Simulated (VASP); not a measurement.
# Bi (R-3m) in VASP: vibrations by perturbation theory with PBEsol

Aim: the vibrations by perturbation theory of Bi with PBEsol.

All numbers are computed with VASP 6.6.1; they aren't measurements. Logs are shortened: lines on timing, memory, paths and dates and some standing lists are left out, and cuts for length are marked.

### 1 The cell of the first run

It takes space group R-3m (No. 166, trigonal). Conventional cell: a = 4.528 Å, b = 4.528 Å, c = 11.636 Å, α = 90.00°, β = 90.00°, γ = 120.00°. Bi (site symmetry 3m) has 6 Bi at 3.08 to 3.45 Å within 4.1 Å.

### 2 Vibrations by perturbation theory, PBEsol

Contents of INCAR:

```
SYSTEM = Bi
ALGO = Normal
EDIFF = 1E-8
ENCUT = 500
GGA = PS
GGA_COMPAT = .False.
IBRION = 8
ISIF = 2
ISMEAR = 1
LASPH = .True.
LCHARG = .False.
LREAL = .False.
LWAVE = .False.
NBANDS = 22
NELM = 120
NSW = 1
PREC = Accurate
SIGMA = 0.2
```

Contents of KPOINTS:

```
k-points
0
Gamma
  10 10 10
  0 0 0
```

Contents of POSCAR:

```
Bi
1.0
    2.2639871071      1.3071135658      3.8786989042
   -2.2639871071      1.3071135658      3.8786989042
    0.0000000000     -2.6142271315      3.8786989042
Bi
2
Direct
    0.2365551460      0.2365551460      0.2365551460
    0.7634448540      0.7634448540      0.7634448540
```

Potentials or basis: VASP PAW PBE potentials, release 64 (Bi_d).

The run is started by

```
$ cat potpaw_PBE.64/Bi_d/POTCAR > POTCAR
$ mpirun -np 1 vasp_std > vasp.out
```

OUTCAR:

```text
SYSTEM = Bi
   EDIFF = 1E-8
   ENCUT = 500
   GGA = PS
   IBRION = 8
   ISIF = 2
   ISMEAR = 1
   LASPH = .True.
   LREAL = .False.
   NELM = 120
   NSW = 1
   PREC = Accurate

 ion  position               nearest neighbor table
   1  0.237  0.237  0.237-   2 3.08   2 3.08   2 3.08   2 3.45   2 3.45   2 3.45
   2  0.763  0.763  0.763-   1 3.08   1 3.08   1 3.08   1 3.45   1 3.45   1 3.45

  LATTYP: Found a trigonal (rhomboedric) cell.
 ALAT       =     4.6774446747
 COS(alpha) =     0.5314450010

  Lattice vectors:

 A1 = (   2.2639871071,   1.3071135658,   3.8786989042)
 A2 = (  -2.2639871071,   1.3071135658,   3.8786989042)
 A3 = (   0.0000000000,  -2.6142271315,   3.8786989042)

Analysis of symmetry for initial positions (statically):
=====================================================================
 Subroutine PRICEL returns:
 Original cell was already a primitive cell.

 Routine SETGRP: Setting up the symmetry group for a
 trigonal (rhombohedral) supercell.

 Subroutine GETGRP returns: Found 12 space group operations
 (whereof 12 operations were pure point group operations)
 out of a pool of 12 trial point group operations.

The static configuration has the point symmetry D_3d.

Analysis of symmetry for dynamics (positions and initial velocities):
=====================================================================
 Subroutine PRICEL returns:
 Original cell was already a primitive cell.

 Routine SETGRP: Setting up the symmetry group for a
 trigonal (rhombohedral) supercell.

 Subroutine GETGRP returns: Found 12 space group operations
 (whereof 12 operations were pure point group operations)
 out of a pool of 12 trial point group operations.

The dynamic configuration has the point symmetry D_3d.

 Subroutine INISYM returns: Found 12 space group operations
 (whereof 12 operations are pure point group operations),
 and found     1 'primitive' translations

----------------------------------------------------------------------------------------

                                     Primitive cell

  volume of cell :      68.8691

  direct lattice vectors                    reciprocal lattice vectors
     2.263987107  1.307113566  3.878698904     0.220849314  0.127507411  0.085939471
    -2.263987107  1.307113566  3.878698904    -0.220849314  0.127507411  0.085939471
     0.000000000 -2.614227131  3.878698904     0.000000000 -0.255014822  0.085939471

  length of vectors
     4.677444675  4.677444675  4.677444675     0.269106210  0.269106210  0.269106210

  position of ions in fractional coordinates (direct lattice)
     0.236555146  0.236555146  0.236555146
     0.763444854  0.763444854  0.763444854

  ion indices of the primitive-cell ions
   primitive index   ion index
                 1           1
                 2           2

----------------------------------------------------------------------------------------

 KPOINTS: k-points

Automatic generation of k-mesh.
 Grid dimensions read from file:
 generate k-points for:   10   10   10

 Generating k-lattice:

  Cartesian coordinates                     Fractional coordinates (reciprocal lattice)
     0.022084931  0.012750741  0.008593947     0.100000000 -0.000000000 -0.000000000
    -0.022084931  0.012750741  0.008593947    -0.000000000  0.100000000 -0.000000000
     0.000000000 -0.025501482  0.008593947     0.000000000  0.000000000  0.100000000

  Length of vectors
     0.026910621  0.026910621  0.026910621

  Shift w.r.t. Gamma in fractional coordinates (k-lattice)
[... 79 lines left out ...]
   AEXX    =    0.0000 exact exchange contribution
   IVDW    =     0    specifies the selected vdW correction
   LEPSILON=     F    determine dielectric tensor
   LRPA    =     F    only Hartree local field effects (RPA)
 non-spin polarized calculation
 Methfessel and Paxton  Order N= 1 SIGMA  =   0.20
  energy-cutoff  :      500.00
  volume of cell :       68.87
 maximum number of plane-waves:      1770
 NGX is ok and might be reduce to    36
   NGX = 17   NGY = 17   NGZ = 17

--------------------------------------- Ionic step        1  -------------------------------------------

 number of electron      30.0000005 magnetization

 Free energy of the ion-electron system (eV)
  ---------------------------------------------------
  ext. energy  EPLUGINS =         0.00000000
  ---------------------------------------------------
  free energy    TOTEN  =        -8.60839178 eV

  energy without entropy =       -8.61018009  energy(sigma->0) =       -8.60898788

 E-fermi :   6.3577     XC(G=0):  -9.8088

 val. band max:        6.3280505834   @ k =  -0.4000   0.5000   0.4000
 cond. band min:       6.4496136634   @ k =   0.4000   0.1000   0.1000
 fundamental gap:      0.1215630800
 Fermi energy:         6.3577358211

 k-point     1 :       0.0000    0.0000    0.0000
  band No.  band energies     occupation
      1     -16.4716      2.00000
      2     -16.4716      2.00000
      3     -16.3140      2.00000
      4     -16.3140      2.00000
      5     -16.3028      2.00000
      6     -16.1218      2.00000
[... 589 lines left out ...]
     21      15.6909      0.00000
     22      15.8340      0.00000

 [... further k-points ...]
[... 5 lines left out ...]
  --------------------------------------------------------------------------------------
  -------------------------------------------------------------------------------------
  Total       -0.0334624     -0.0334624     -0.0236110      0.0000000     -0.0000000      0.0000000
  in kB       -0.7784729     -0.7784729     -0.5492895      0.0000000     -0.0000000      0.0000000
  external PRESSURE =      -0.7020784 kB  Pullay stress =       0.0000000 kB

 VOLUME and BASIS-vectors are now :
 -----------------------------------------------------------------------------
  energy-cutoff  :      500.00
  volume of cell :       68.87
      direct lattice vectors                 reciprocal lattice vectors
     2.263987107  1.307113566  3.878698904     0.220849314  0.127507411  0.085939471
    -2.263987107  1.307113566  3.878698904    -0.220849314  0.127507411  0.085939471
     0.000000000 -2.614227131  3.878698904     0.000000000 -0.255014822  0.085939471

 POSITION                                       TOTAL-FORCE (eV/Angst)
 -----------------------------------------------------------------------------------
      0.00000      0.00000      2.75258         0.000000      0.000000      0.006378
      0.00000      0.00000      8.88352         0.000000     -0.000000     -0.006378
 -----------------------------------------------------------------------------------
    total drift:                               -0.000000     -0.000000      0.000000

  FREE ENERGIE OF THE ION-ELECTRON SYSTEM (eV)
  ---------------------------------------------------
  free  energy   TOTEN  =        -8.6083917798 eV

  energy  without entropy=       -8.6101800879  energy(sigma->0) =       -8.60898788

[... ionic steps 2 to 3 ...]

--------------------------------------- Ionic step        4  -------------------------------------------

------------------------ aborting loop because EDIFF is reached ----------------------------------------

[... ionic steps 5 to 5 ...]

--------------------------------------- Ionic step        6  -------------------------------------------

 Free energy of the ion-electron system (eV)
  ---------------------------------------------------
  ---------------------------------------------------
  free energy    TOTEN  =        -0.33809263 eV

  energy without entropy =       -0.33809426

------------------------ aborting loop because EDIFF is reached ----------------------------------------

 INTERNAL STRAIN TENSOR  FOR ION    1  DIRECTION 3   (eV/Angst):
 -----------------------------------------------------------------------------
    -3.07313  0.00000  0.00000
     0.00000 -3.07313 -0.00000
     0.00000 -0.00000 -5.53133

 INTERNAL STRAIN TENSOR FOR ION    2 for displacements in x,y,z  (eV/Angst):
          X           Y           Z          XY          YZ          ZX
  --------------------------------------------------------------------------------
  x     0.00000     0.00000     0.00000    -2.72449     0.00000     5.19818
  y    -2.72449     2.72449     0.00000     0.00000     5.25659    -0.00000
  z     3.07313     3.07313     5.53133     0.00000     0.00000     0.00000

 SECOND DERIVATIVES (NOT SYMMETRIZED)
 ------------------------------------
               1X          1Y          1Z          2X          2Y          2Z
  1X    -1.664050    0.000000    0.000000    1.664050    0.000000    0.000000
  1Y     0.000000   -1.664050   -0.000000   -0.000000    1.664050    0.000000
  1Z     0.000000   -0.000000   -3.854487    0.000000    0.000000    3.854487
  2X     1.664050    0.000000    0.000000   -1.664050    0.000000    0.000000
  2Y    -0.000000    1.664050    0.000000    0.000000   -1.664050   -0.000000
  2Z     0.000000    0.000000    3.854487    0.000000   -0.000000   -3.854487

 Eigenvectors and eigenvalues of the dynamical matrix
 ----------------------------------------------------

   1 f  =    3.002594 THz    18.865857 2PiTHz  100.155766 cm-1    12.417727 meV
             X         Y         Z           dx          dy          dz
      0.000000  0.000000  2.752579    -0.000000    0.000000    0.707107
      0.000000  0.000000  8.883518     0.000000   -0.000000   -0.707107
[... 11 lines left out ...]
   4 f  =    0.000000 THz     0.000000 2PiTHz    0.000001 cm-1     0.000000 meV
             X         Y         Z           dx          dy          dz
      0.000000  0.000000  2.752579    -0.159661    0.688841   -0.002540
      0.000000  0.000000  8.883518    -0.159661    0.688841   -0.002540

   5 f/i=    0.000000 THz     0.000000 2PiTHz    0.000000 cm-1     0.000000 meV
             X         Y         Z           dx          dy          dz
      0.000000  0.000000  2.752579     0.688845    0.159655   -0.001848
      0.000000  0.000000  8.883518     0.688845    0.159655   -0.001848

   6 f/i=    0.000000 THz     0.000000 2PiTHz    0.000001 cm-1     0.000000 meV
             X         Y         Z           dx          dy          dz
      0.000000  0.000000  2.752579    -0.001227   -0.002892   -0.707100
      0.000000  0.000000  8.883518    -0.001227   -0.002892   -0.707100

--------------------------------------------------------------------------------------------------------

 ELASTIC MODULI CONTR FROM IONIC RELAXATION (kBar)
 Direction    XX          YY          ZZ          XY          YZ          ZX
 --------------------------------------------------------------------------------
 XX        -160.7748     46.7733   -102.5959     -0.0000    200.2202      0.0000
 YY          46.7733   -160.7748   -102.5959      0.0000   -200.2202     -0.0000
 ZZ        -102.5959   -102.5959   -184.6626      0.0000     -0.0000     -0.0000
 XY          -0.0000      0.0000      0.0000   -103.7741      0.0000    197.9955
 YZ         200.2202   -200.2202     -0.0000      0.0000   -386.3021     -0.0000
 ZX           0.0000     -0.0000     -0.0000    197.9955     -0.0000   -377.7652
 --------------------------------------------------------------------------------
```

Run time: 19 min. Hardware: 1 thread of AMD EPYC 9R45 (Zen 5), shared host; peak memory 1.2 GiB.

Results:

```
Highest phonon frequency at Γ : 100 cm⁻¹
```

Phonon frequencies in cm⁻¹ (negative: imaginary):
| q point | frequencies |
| --- | --- |
| (0.000, 0.000, 0.000) | 0 0 0 66 66 100 |

Caveat: the PAW data sets were made with another functional, which shifts forces and pressure a little; spin-orbit coupling is left out, which moves the levels of the heavy elements.
